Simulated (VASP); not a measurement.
# MgS (P6_3mc) in VASP: further runs

The runs below take MgS through single point, with PBE, r2SCAN.

Everything below comes from runs of VASP 6.6.1. Logs are shortened: lines on timing, memory, paths and dates and some standing lists are left out, and cuts for length are marked.

**1. The cell of the first run**

It takes space group P6_3mc (No. 186, hexagonal). The conventional cell has a = 3.869 Å, b = 3.869 Å, c = 6.198 Å, α = 90.00°, β = 90.00°, γ = 120.00°. Within 3.1 Å of Mg (site symmetry 3m) lie 4 S at 2.35 to 2.36 Å. S (site symmetry 3m) has 4 Mg at 2.35 to 2.36 Å within 3.1 Å.

**2. Single point, PBE (strain -4.0%)**

The input, INCAR:

```
PREC     = Accurate       # precision mode
ENCUT    = 520            # plane-wave cutoff, eV
EDIFF    = 1E-6           # SCF threshold, eV
ISMEAR   = -1             # smearing method
SIGMA    = 0.02           # smearing width, eV
LREAL    = F              # projectors in reciprocal space
LASPH    = T              # aspherical terms in the spheres
NELM     = 60             # most SCF steps
ALGO     = Normal         # electronic algorithm
ISIF     = 2              # what is computed and relaxed
LWAVE    = F              # write WAVECAR
LCHARG   = F              # write CHGCAR
GGA      = PE             # functional
NBANDS   = 16             # bands
```

The input, KPOINTS:

```
regular mesh
0
Gamma
  12 12 4
```

The input, POSCAR:

```
MgS
1.0
    3.8686891988      0.0000000000      0.0000000000
   -1.9343445994      3.3503831255      0.0000000000
    0.0000000000      0.0000000000      6.1981534621
Mg S
2 2
Direct
    0.3333333333      0.6666666667     -0.0031473047
    0.6666666667      0.3333333333      0.4968526953
    0.3333333333      0.6666666667      0.3781473047
    0.6666666667      0.3333333333      0.8781473047
```

Potentials or basis: VASP PAW PBE potentials, release 64 (Mg, S).

Run with:

```console
$ cat potpaw_PBE.64/Mg/POTCAR potpaw_PBE.64/S/POTCAR > POTCAR
$ mpirun -np 1 vasp_std > vasp.out
```

OUTCAR:

```text
PREC = Accurate
   ENCUT = 520
   EDIFF = 1E-6
   ISMEAR = -1
   LREAL = F
   LASPH = T
   NELM = 60
   ISIF = 2
   GGA = PE

 ion  position               nearest neighbor table
   1  0.333  0.667  0.997-   4 2.35   4 2.35   4 2.35   3 2.36
   2  0.667  0.333  0.497-   3 2.35   3 2.35   3 2.35   4 2.36
   3  0.333  0.667  0.378-   2 2.35   2 2.35   2 2.35   1 2.36
   4  0.667  0.333  0.878-   1 2.35   1 2.35   1 2.35   2 2.36

  LATTYP: Found a hexagonal cell.
 ALAT       =     3.8686891988
 C/A-ratio  =     1.6021326976

  Lattice vectors:

 A1 = (   3.8686891988,   0.0000000000,   0.0000000000)
 A2 = (  -1.9343445994,   3.3503831255,   0.0000000000)
 A3 = (   0.0000000000,   0.0000000000,   6.1981534621)

Analysis of symmetry for initial positions (statically):
=====================================================================
 Subroutine PRICEL returns:
 Original cell was already a primitive cell.

 Routine SETGRP: Setting up the symmetry group for a
 hexagonal supercell.

 Subroutine GETGRP returns: Found 12 space group operations
 (whereof  6 operations were pure point group operations)
 out of a pool of 24 trial point group operations.

The static configuration has the point symmetry C_3v.
 The point group associated with its full space group is C_6v.

Analysis of symmetry for dynamics (positions and initial velocities):
=====================================================================
 Subroutine PRICEL returns:
 Original cell was already a primitive cell.

 Routine SETGRP: Setting up the symmetry group for a
 hexagonal supercell.

 Subroutine GETGRP returns: Found 12 space group operations
 (whereof  6 operations were pure point group operations)
 out of a pool of 24 trial point group operations.

The dynamic configuration has the point symmetry C_3v.
 The point group associated with its full space group is C_6v.

 Subroutine INISYM returns: Found 12 space group operations
 (whereof  6 operations are pure point group operations),
 and found     1 'primitive' translations

----------------------------------------------------------------------------------------

                                     Primitive cell

  volume of cell :      80.3379

  direct lattice vectors                    reciprocal lattice vectors
     3.868689199  0.000000000  0.000000000     0.258485484  0.149236664  0.000000000
    -1.934344599  3.350383126  0.000000000     0.000000000  0.298473328  0.000000000
     0.000000000  0.000000000  6.198153462     0.000000000  0.000000000  0.161338374

  length of vectors
     3.868689199  3.868689199  6.198153462     0.298473328  0.298473328  0.161338374

  position of ions in fractional coordinates (direct lattice)
     0.333333333  0.666666667  0.996852695
     0.666666667  0.333333333  0.496852695
     0.333333333  0.666666667  0.378147305
     0.666666667  0.333333333  0.878147305

  ion indices of the primitive-cell ions
   primitive index   ion index
                 1           1
                 2           2
                 3           3
                 4           4

----------------------------------------------------------------------------------------

 KPOINTS: regular mesh

Automatic generation of k-mesh.
 Grid dimensions read from file:
 generate k-points for:   12   12    4

 Generating k-lattice:

  Cartesian coordinates                     Fractional coordinates (reciprocal lattice)
     0.021540457  0.012436389  0.000000000     0.083333333  0.000000000  0.000000000
     0.000000000  0.024872777  0.000000000     0.000000000  0.083333333  0.000000000
     0.000000000  0.000000000  0.040334593     0.000000000  0.000000000  0.250000000

  Length of vectors
     0.024872777  0.024872777  0.040334593

  Shift w.r.t. Gamma in fractional coordinates (k-lattice)
     0.000000000  0.000000000  0.000000000

 Subroutine IBZKPT returns following result:
 ===========================================

 Found     57 irreducible k-points:

 Following reciprocal coordinates:
            Coordinates               Weight
  0.000000  0.000000  0.000000      1.000000
  0.083333  0.000000  0.000000      6.000000
  0.166667  0.000000  0.000000      6.000000
  0.250000  0.000000  0.000000      6.000000
  0.333333  0.000000  0.000000      6.000000
  0.416667  0.000000  0.000000      6.000000
[... 16 lines left out ...]
  0.250000  0.000000  0.250000     12.000000
  0.333333  0.000000  0.250000     12.000000
 [... further k-points ...]
   k-points           NKPTS =     57   k-points in BZ     NKDIM =     57   number of bands    NBANDS=     16
   number of dos      NEDOS =    301   number of ions     NIONS =      4
   total plane-waves  NPLWV =  43200
   dimension x,y,z NGX =    30 NGY =   30 NGZ =   48
   dimension x,y,z NGXF=    60 NGYF=   60 NGZF=   96
   ions per type =               2   2
   NGX,Y,Z   is equivalent  to a cutoff of  12.89, 12.89, 12.87 a.u.
   NGXF,Y,Z  is equivalent  to a cutoff of  25.78, 25.78, 25.75 a.u.
 SYSTEM =  unknown system
   PREC   = accura    normal or accurate (medium, high low for compatibility)
   ISTART =      0    job   : 0-new  1-cont  2-samecut
   ICHARG =      2    charge: 1-file 2-atom 10-const
   ISPIN  =      1    spin polarized calculation?
   LNONCOLLINEAR =      F non collinear calculations
   LSORBIT =      F    spin-orbit coupling
   LASPH  =      T    aspherical Exc in radial PAW
   ENCUT  =  520.0 eV  38.22 Ry    6.18 a.u.   7.19  7.19 11.52*2*pi/ulx,y,z
   NELM   =     60;   NELMIN=  2; NELMDL= -5     # of ELM steps
   EDIFF  = 0.1E-05   stopping-criterion for ELM
   LREAL  =      F    real-space projection
   EDIFFG = 0.1E-04   stopping-criterion for IOM
   NSW    =      0    number of steps for IOM
   IBRION =     -1    ionic relax: 0-MD 1-quasi-New 2-CG
   NFREE  =      0    steps in history (QN), initial steepest desc. (CG)
   ISIF   =      2    stress and relaxation
   ISYM   =      2    0-nonsym 1-usesym 2-fastsym
   POTIM  = 0.5000    time-step for ionic-motion
   TEBEG  =    0.0;   TEEND  =   0.0 temperature during run
   PSTRESS=    0.0 pullay stress
   NELECT =      16.0000    total number of electrons
   NUPDOWN=      -1.0000    fix difference up-down
   EMIN   =  10.00;   EMAX   =-10.00  energy-range for DOS
   EFERMI =   0.00;   METHOD = LEGACY
   ISMEAR =    -1;   SIGMA  =   0.02  broadening in eV -4-tet -1-fermi 0-gaus
   EFERMI_NEDOS =   21; number of points for ismear=-14 and -15
   IALGO  =     38    algorithm
   IMIX   =      4    mixing-type and parameters
     AMIX     =   0.40;   BMIX     =  1.00
     AMIX_MAG =   1.60;   BMIX_MAG =  1.00
  volume/ion in A,a.u.               =      20.08       135.54
  Fermi-wavevector in a.u.,A,eV,Ry     =   0.956037  1.806648 12.435812  0.914006
  Thomas-Fermi vector in A             =   2.084929
   LORBIT       =      0    0 simple, 1 ext, 2 COOP (PROOUT), +10 PAW based schemes
   GGA     = PE    functional components
   LHFCALC =     F    Hartree Fock is set to
   AEXX    =    0.0000 exact exchange contribution
   IVDW    =     0    specifies the selected vdW correction
   LEPSILON=     F    determine dielectric tensor
   LRPA    =     F    only Hartree local field effects (RPA)
 non-spin polarized calculation
  energy-cutoff  :      520.00
  volume of cell :       80.34
 maximum number of plane-waves:      2196
 NGX is ok and might be reduce to    30
   NGX = 15   NGY = 15   NGZ = 23

 number of electron      15.9999998 magnetization

 Free energy of the ion-electron system (eV)
  ---------------------------------------------------
  ext. energy  EPLUGINS =         0.00000000
  ---------------------------------------------------
  free energy    TOTEN  =       -16.64551059 eV

  energy without entropy =      -16.64551059  energy(sigma->0) =      -16.64551059

 E-fermi :   2.4261     XC(G=0):  -8.8591

 val. band max:        1.9930323988   @ k =   0.0000   0.0000   0.0000
 cond. band min:       6.0869598898   @ k =   0.0000   0.0000   0.0000
 fundamental gap:      4.0939274911
 Fermi energy:         2.4260555158

 k-point     1 :       0.0000    0.0000    0.0000
  band No.  band energies     occupation
      1      -9.8441      2.00000
      2      -8.9117      2.00000
      3      -1.6692      2.00000
      4       1.3926      2.00000
      5       1.3926      2.00000
      6       1.8557      2.00000
[... 8 lines left out ...]
     15      10.8445      0.00000
     16      11.4954      0.00000

 k-point     2 :       0.0833    0.0000    0.0000
  band No.  band energies     occupation
      1      -9.8009      2.00000
      2      -8.8889      2.00000
      3      -1.6073      2.00000
      4       1.1361      2.00000
      5       1.3217      2.00000
      6       1.5901      2.00000
[... 8 lines left out ...]
     15      11.0125      0.00000
     16      11.0190      0.00000

 k-point     3 :       0.1667    0.0000    0.0000
  band No.  band energies     occupation
      1      -9.6768      2.00000
      2      -8.8277      2.00000
      3      -1.4256      2.00000
      4       0.5183      2.00000
      5       1.0006      2.00000
      6       1.1511      2.00000
[... 8 lines left out ...]
     15      10.8588      0.00000
     16      11.0518      0.00000

 k-point     4 :       0.2500    0.0000    0.0000
  band No.  band energies     occupation
      1      -9.4896      2.00000
      2      -8.7490      2.00000
      3      -1.1401      2.00000
      4      -0.1919      2.00000
      5       0.3544      2.00000
      6       0.9515      2.00000
[... 8 lines left out ...]
     15      11.1649      0.00000
     16      11.4347      0.00000

 k-point     5 :       0.3333    0.0000    0.0000
  band No.  band energies     occupation
      1      -9.2713      2.00000
      2      -8.6847      2.00000
      3      -0.8916      2.00000
      4      -0.6941      2.00000
      5      -0.1996      2.00000
      6       0.7765      2.00000
[... 8 lines left out ...]
     15      11.1738      0.00000
     16      12.5589      0.00000

 k-point     6 :       0.4167    0.0000    0.0000
  band No.  band energies     occupation
      1      -9.0738      2.00000
      2      -8.6634      2.00000
      3      -1.2481      2.00000
      4      -0.5984      2.00000
      5      -0.3446      2.00000
      6       0.6596      2.00000
[... 8 lines left out ...]
     15      11.5138      0.00000
     16      13.7056      0.00000
[... 267 lines left out ...]
 k-point    21 :       0.0833    0.0000    0.2500
  band No.  band energies     occupation
      1      -9.6872      2.00000
      2      -9.0474      2.00000
      3      -1.2009      2.00000
      4       1.0515      2.00000
      5       1.2349      2.00000
      6       1.3920      2.00000
[... 8 lines left out ...]
     15      10.5951      0.00000
     16      11.3398      0.00000

 k-point    22 :       0.1667    0.0000    0.2500
  band No.  band energies     occupation
      1      -9.5693      2.00000
      2      -8.9727      2.00000
      3      -1.0936      2.00000
      4       0.5269      2.00000
      5       0.7575      2.00000
      6       1.2342      2.00000
[... 8 lines left out ...]
     15      11.0386      0.00000
     16      11.2830      0.00000

 k-point    23 :       0.2500    0.0000    0.2500
  band No.  band energies     occupation
      1      -9.3931      2.00000
      2      -8.8716      2.00000
      3      -1.0100      2.00000
      4      -0.1023      2.00000
      5       0.2699      2.00000
      6       1.0463      2.00000
[... 8 lines left out ...]
     15      11.3840      0.00000
     16      11.6257      0.00000

 k-point    24 :       0.3333    0.0000    0.2500
  band No.  band energies     occupation
      1      -9.1914      2.00000
      2      -8.7770      2.00000
      3      -1.1530      2.00000
      4      -0.6173      2.00000
      5       0.0894      2.00000
      6       0.8793      2.00000
[... 8 lines left out ...]
     15      11.7631      0.00000
     16      12.5271      0.00000

 [... further k-points ...]
[... 5 lines left out ...]
  --------------------------------------------------------------------------------------
  -------------------------------------------------------------------------------------
  Total        5.1958422      5.1958422      4.8667256      0.0000000      0.0000000      0.0000000
  in kB      103.6205514    103.6205514     97.0569876      0.0000000      0.0000000      0.0000000
  external PRESSURE =     101.4326968 kB  Pullay stress =       0.0000000 kB

 VOLUME and BASIS-vectors are now :
 -----------------------------------------------------------------------------
  energy-cutoff  :      520.00
  volume of cell :       80.34
      direct lattice vectors                 reciprocal lattice vectors
     3.868689199  0.000000000  0.000000000     0.258485484  0.149236664  0.000000000
    -1.934344599  3.350383126  0.000000000     0.000000000  0.298473328  0.000000000
     0.000000000  0.000000000  6.198153462     0.000000000  0.000000000  0.161338374

 POSITION                                       TOTAL-FORCE (eV/Angst)
 -----------------------------------------------------------------------------------
     -0.00000      2.23359      6.17865         0.000000     -0.000000     -0.005743
      1.93434      1.11679      3.07957         0.000000      0.000000     -0.005743
     -0.00000      2.23359      2.34382         0.000000     -0.000000      0.005743
      1.93434      1.11679      5.44289        -0.000000      0.000000      0.005743
 -----------------------------------------------------------------------------------
    total drift:                               -0.000000      0.000000      0.000236

  FREE ENERGIE OF THE ION-ELECTRON SYSTEM (eV)
  ---------------------------------------------------
  free  energy   TOTEN  =       -16.6455105902 eV

  energy  without entropy=      -16.6455105902  energy(sigma->0) =      -16.64551059
```

Run time: 2.1 min. Hardware: 1 thread of AMD EPYC 7R13, shared host; peak memory 0.2 GiB.

Results:

```
Free energy            : -16.6455 eV
Pressure               : 10.1 GPa
Largest force          : 0.006 eV/Å
Band gap on the k mesh : 4.09 eV, direct
```

Forces in eV/Å, atoms in the order of the input:
```
Mg   0.000  0.000 -0.006
Mg   0.000  0.000 -0.006
S    0.000  0.000  0.006
S    0.000  0.000  0.006
```

Stress tensor (GPa, compression positive):
```
10.36  0.00  0.00
 0.00 10.36  0.00
 0.00  0.00  9.71
```

Caveat: the cell differs from its parent crystal (strain -4.0%). A k mesh can miss the band edges.

(Part 1 of 2 ends here.)
